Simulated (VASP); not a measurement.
# P (Im-3m) in VASP: a series of runs, part 2 of 2

VASP 6.6.1.

## (3) Single point, PBE (volume scaled by 0.6)

INCAR

```
SYSTEM = P
ALGO     = Normal         ! electronic algorithm
EDIFF    = 1E-7           ! SCF threshold, eV
ENCUT    = 520            ! plane-wave cutoff, eV
GGA      = PE             ! functional
ISIF     = 2              ! what is computed and relaxed
ISMEAR   = -1             ! smearing method
LASPH    = .TRUE.         ! aspherical terms in the spheres
LCHARG   = .FALSE.        ! write CHGCAR
LREAL    = .FALSE.        ! projectors in reciprocal space
LWAVE    = .FALSE.        ! write WAVECAR
NBANDS   = 8              ! bands
NELM     = 60             ! most SCF steps
PREC     = Accurate       ! precision mode
SIGMA    = 0.1            ! smearing width, eV
```

KPOINTS

```
k-points
0
G
  17 17 17
  0 0 0
```

POSCAR

```
P
1.0
   -1.2868603906      1.2868603906      1.2868603906
    1.2868603906     -1.2868603906      1.2868603906
    1.2868603906      1.2868603906     -1.2868603906
P
1
Direct
    0.0000000000      0.0000000000      0.0000000000
```

Potentials or basis: VASP PAW PBE potentials, release 64 (P).

The run is started by

```sh
cat potpaw_PBE.64/P/POTCAR > POTCAR
mpirun -np 1 vasp_std > vasp.out
```

OUTCAR:

```text
SYSTEM = P
   EDIFF = 1E-7
   ENCUT = 520
   GGA = PE
   ISIF = 2
   ISMEAR = -1
   LASPH = .TRUE.
   LREAL = .FALSE.
   NELM = 60
   PREC = Accurate

 ion  position               nearest neighbor table
   1  0.000  0.000  0.000-

  LATTYP: Found a body centered cubic cell.
 ALAT       =     2.5737207812

  Lattice vectors:

 A1 = (  -1.2868603906,   1.2868603906,   1.2868603906)
 A2 = (   1.2868603906,  -1.2868603906,   1.2868603906)
 A3 = (   1.2868603906,   1.2868603906,  -1.2868603906)

Analysis of symmetry for initial positions (statically):
=====================================================================
 Subroutine PRICEL returns:
 Original cell was already a primitive cell.

 Routine SETGRP: Setting up the symmetry group for a
 body centered cubic supercell.

 Subroutine GETGRP returns: Found 48 space group operations
 (whereof 48 operations were pure point group operations)
 out of a pool of 48 trial point group operations.

The static configuration has the point symmetry O_h .

Analysis of symmetry for dynamics (positions and initial velocities):
=====================================================================
 Subroutine PRICEL returns:
 Original cell was already a primitive cell.

 Routine SETGRP: Setting up the symmetry group for a
 body centered cubic supercell.

 Subroutine GETGRP returns: Found 48 space group operations
 (whereof 48 operations were pure point group operations)
 out of a pool of 48 trial point group operations.

The dynamic configuration has the point symmetry O_h .

 Subroutine INISYM returns: Found 48 space group operations
 (whereof 48 operations are pure point group operations),
 and found     1 'primitive' translations

----------------------------------------------------------------------------------------

                                     Primitive cell

  volume of cell :       8.5242

  direct lattice vectors                    reciprocal lattice vectors
    -1.286860391  1.286860391  1.286860391     0.000000000  0.388542536  0.388542536
     1.286860391 -1.286860391  1.286860391     0.388542536  0.000000000  0.388542536
     1.286860391  1.286860391 -1.286860391     0.388542536  0.388542536  0.000000000

  length of vectors
     2.228907579  2.228907579  2.228907579     0.549482124  0.549482124  0.549482124

  position of ions in fractional coordinates (direct lattice)
     0.000000000  0.000000000  0.000000000

  ion indices of the primitive-cell ions
   primitive index   ion index
                 1           1

----------------------------------------------------------------------------------------

 KPOINTS: k-points

Automatic generation of k-mesh.
 Grid dimensions read from file:
 generate k-points for:   17   17   17

 Generating k-lattice:

  Cartesian coordinates                     Fractional coordinates (reciprocal lattice)
     0.000000000  0.022855443  0.022855443     0.058823529  0.000000000  0.000000000
     0.022855443  0.000000000  0.022855443     0.000000000  0.058823529  0.000000000
     0.022855443  0.022855443  0.000000000     0.000000000  0.000000000  0.058823529

  Length of vectors
     0.032322478  0.032322478  0.032322478

  Shift w.r.t. Gamma in fractional coordinates (k-lattice)
     0.000000000  0.000000000  0.000000000

 Subroutine IBZKPT returns following result:
 ===========================================

 Found    165 irreducible k-points:

 Following reciprocal coordinates:
            Coordinates               Weight
  0.000000  0.000000  0.000000      1.000000
  0.058824  0.000000  0.000000     12.000000
  0.117647  0.000000  0.000000     12.000000
  0.176471  0.000000  0.000000     12.000000
  0.235294  0.000000  0.000000     12.000000
  0.294118  0.000000  0.000000     12.000000
[... 16 lines left out ...]
  0.411765  0.117647  0.000000     48.000000
  0.176471  0.176471  0.000000     24.000000
 [... further k-points ...]
   k-points           NKPTS =    165   k-points in BZ     NKDIM =    165   number of bands    NBANDS=      8
   number of dos      NEDOS =    301   number of ions     NIONS =      1
   total plane-waves  NPLWV =   5832
   dimension x,y,z NGX =    18 NGY =   18 NGZ =   18
   dimension x,y,z NGXF=    36 NGYF=   36 NGZF=   36
   ions per type =               1
   NGX,Y,Z   is equivalent  to a cutoff of  13.43, 13.43, 13.43 a.u.
   NGXF,Y,Z  is equivalent  to a cutoff of  26.85, 26.85, 26.85 a.u.
 SYSTEM =  P
   PREC   = accura    normal or accurate (medium, high low for compatibility)
   ISTART =      0    job   : 0-new  1-cont  2-samecut
   ICHARG =      2    charge: 1-file 2-atom 10-const
   ISPIN  =      1    spin polarized calculation?
   LNONCOLLINEAR =      F non collinear calculations
   LSORBIT =      F    spin-orbit coupling
   LASPH  =      T    aspherical Exc in radial PAW
   ENCUT  =  520.0 eV  38.22 Ry    6.18 a.u.   4.14  4.14  4.14*2*pi/ulx,y,z
   NELM   =     60;   NELMIN=  2; NELMDL= -5     # of ELM steps
   EDIFF  = 0.1E-06   stopping-criterion for ELM
   LREAL  =      F    real-space projection
   EDIFFG = 0.1E-05   stopping-criterion for IOM
   NSW    =      0    number of steps for IOM
   IBRION =     -1    ionic relax: 0-MD 1-quasi-New 2-CG
   NFREE  =      0    steps in history (QN), initial steepest desc. (CG)
   ISIF   =      2    stress and relaxation
   ISYM   =      2    0-nonsym 1-usesym 2-fastsym
   POTIM  = 0.5000    time-step for ionic-motion
   TEBEG  =    0.0;   TEEND  =   0.0 temperature during run
   PSTRESS=    0.0 pullay stress
   NELECT =       5.0000    total number of electrons
   NUPDOWN=      -1.0000    fix difference up-down
   EMIN   =  10.00;   EMAX   =-10.00  energy-range for DOS
   EFERMI =   0.00;   METHOD = LEGACY
   ISMEAR =    -1;   SIGMA  =   0.10  broadening in eV -4-tet -1-fermi 0-gaus
   EFERMI_NEDOS =   21; number of points for ismear=-14 and -15
   IALGO  =     38    algorithm
   IMIX   =      4    mixing-type and parameters
     AMIX     =   0.40;   BMIX     =  1.00
     AMIX_MAG =   1.60;   BMIX_MAG =  1.00
  volume/ion in A,a.u.               =       8.52        57.52
  Fermi-wavevector in a.u.,A,eV,Ry     =   1.370398  2.589677 25.551617  1.877991
  Thomas-Fermi vector in A             =   2.496188
   LORBIT       =      0    0 simple, 1 ext, 2 COOP (PROOUT), +10 PAW based schemes
   GGA     = PE    functional components
   LHFCALC =     F    Hartree Fock is set to
   AEXX    =    0.0000 exact exchange contribution
   IVDW    =     0    specifies the selected vdW correction
   LEPSILON=     F    determine dielectric tensor
   LRPA    =     F    only Hartree local field effects (RPA)
 non-spin polarized calculation
  energy-cutoff  :      520.00
  volume of cell :        8.52
 maximum number of plane-waves:       237
 NGX is ok and might be reduce to    18
   NGX =  9   NGY =  9   NGZ =  9

 number of electron       5.0000000 magnetization

 Free energy of the ion-electron system (eV)
  ---------------------------------------------------
  ext. energy  EPLUGINS =         0.00000000
  ---------------------------------------------------
  free energy    TOTEN  =        -3.11021158 eV

  energy without entropy =       -3.09866468  energy(sigma->0) =       -3.10443813

 E-fermi :  19.1057     XC(G=0): -13.9377

 val. band max:       19.0838128354   @ k =   0.4118   0.1176   0.0588
 cond. band min:      19.1761327389   @ k =   0.1765   0.1765   0.1176
 fundamental gap:      0.0923199035
 Fermi energy:        19.1057046411

 k-point     1 :       0.0000    0.0000    0.0000
  band No.  band energies     occupation
      1      -3.9581      2.00000
      2      32.6280      0.00000
      3      32.6280      0.00000
      4      32.6280      0.00000
      5      33.0459      0.00000
      6      33.0459      0.00000
      7      33.0459      0.00000
      8      38.1311      0.00000

 k-point     2 :       0.0588    0.0000    0.0000
  band No.  band energies     occupation
      1      -3.8085      2.00000
      2      30.2736      0.00000
      3      30.8521      0.00000
      4      32.1275      0.00000
      5      32.7565      0.00000
      6      34.5414      0.00000
      7      35.0787      0.00000
      8      36.9933      0.00000
[... 221 lines left out ...]
 k-point    23 :       0.4118    0.1176    0.0000
  band No.  band energies     occupation
      1       5.8290      2.00000
      2       8.3181      2.00000
      3      19.9191      0.00059
      4      24.3841      0.00000
      5      30.2401      0.00000
      6      34.0930      0.00000
      7      41.5923      0.00000
      8      43.7209      0.00000

 k-point    24 :       0.1765    0.1765    0.0000
  band No.  band energies     occupation
      1       0.0454      2.00000
      2      19.0012      1.47947
      3      19.3788      0.12233
      4      25.8197      0.00000
      5      33.2273      0.00000
      6      33.7334      0.00000
      7      39.5258      0.00000
      8      40.7720      0.00000

 [... further k-points ...]
[... 5 lines left out ...]
  --------------------------------------------------------------------------------------
  -------------------------------------------------------------------------------------
  Total        7.3800033      7.3800033      7.3800033      0.0000000      0.0000000     -0.0000000
  in kB     1387.1161997   1387.1161997   1387.1161997      0.0000000      0.0000000     -0.0000000
  external PRESSURE =    1387.1161997 kB  Pullay stress =       0.0000000 kB

 VOLUME and BASIS-vectors are now :
 -----------------------------------------------------------------------------
  energy-cutoff  :      520.00
  volume of cell :        8.52
      direct lattice vectors                 reciprocal lattice vectors
    -1.286860391  1.286860391  1.286860391     0.000000000  0.388542536  0.388542536
     1.286860391 -1.286860391  1.286860391     0.388542536  0.000000000  0.388542536
     1.286860391  1.286860391 -1.286860391     0.388542536  0.388542536  0.000000000

 POSITION                                       TOTAL-FORCE (eV/Angst)
 -----------------------------------------------------------------------------------
      0.00000      0.00000      0.00000        -0.000000      0.000000      0.000000
 -----------------------------------------------------------------------------------
    total drift:                               -0.000000      0.000000     -0.000000

  FREE ENERGIE OF THE ION-ELECTRON SYSTEM (eV)
  ---------------------------------------------------
  free  energy   TOTEN  =        -3.1102115848 eV

  energy  without entropy=       -3.0986646783  energy(sigma->0) =       -3.10443813
```

It took 7.4 s on 1 thread of AMD EPYC 7R13 (Zen 3), shared host; peak memory 0.09 GiB.

What came out:

| Quantity | Value |
| --- | --- |
| Free energy | -3.1102 eV |
| Pressure | 138.7 GPa |

Levels at points of the mesh, in eV from the Fermi level:
```csv
k point,band 1,band 2,band 3,band 4,band 5,band 6,band 7
"(0.00, 0.00, 0.00)",-23.06,13.52,13.52,13.52,13.94,13.94,13.94
```

## (4) Single point, PBE (volume scaled by 0.7)

INCAR

```
PREC     = Accurate       # precision mode
ENCUT    = 520            # plane-wave cutoff, eV
EDIFF    = 1E-7           # SCF threshold, eV
ISMEAR   = -1             # smearing method
SIGMA    = 0.1            # smearing width, eV
LREAL    = F              # projectors in reciprocal space
LASPH    = T              # aspherical terms in the spheres
NELM     = 80             # most SCF steps
ALGO     = Normal         # electronic algorithm
ISIF     = 2              # what is computed and relaxed
LWAVE    = F              # write WAVECAR
LCHARG   = T              # write CHGCAR
GGA      = PE             # functional
LELF     = T              # ELF
LVHAR    = T            
NBANDS   = 8              # bands
```

KPOINTS

```
regular mesh
0
Gamma
  17 17 17
```

POSCAR

```
P
1.0
   -1.3547121632      1.3547121632      1.3547121632
    1.3547121632     -1.3547121632      1.3547121632
    1.3547121632      1.3547121632     -1.3547121632
P
1
Direct
    0.0000000000      0.0000000000      0.0000000000
```

The run is started by

```sh
cat potpaw_PBE.64/P/POTCAR > POTCAR
mpirun -np 1 vasp_std > vasp.out
```

It took 7.8 s on 1 thread of AMD EPYC 7R13 (Zen 3), shared host; peak memory 0.09 GiB.

The run converged. Its results:

| Item | Value |
| --- | --- |
| Free energy | -4.0025 eV |
| Pressure | 69.9 GPa |

Levels at points of the mesh, in eV from the Fermi level:
| k point | band 1 | band 2 | band 3 | band 4 | band 5 | band 6 | band 7 | band 8 |
| --- | --- | --- | --- | --- | --- | --- | --- | --- |
| (0.00, 0.00, 0.00) | -20.86 | 11.44 | 11.44 | 11.44 | 12.97 | 12.97 | 12.97 | 17.97 |

## (5) Overview

```csv
cell,gap on the mesh (eV),pressure (GPa)
"a = 2.097 Å, angles 109.5°, 1 atom",none,276.6
"a = 2.229 Å, angles 109.5°, 1 atom",none,138.7
"a = 2.346 Å, angles 109.5°, 1 atom",none,69.9
```

Alike in all rows: task single point; level PBE; potentials or basis VASP PAW PBE potentials, release 64 (P); no spin polarisation; k mesh 17 × 17 × 17; cutoff (eV) 520; smearing fermi-dirac 0.1 eV.

Absolute energies hang on the potentials; compare differences alone.
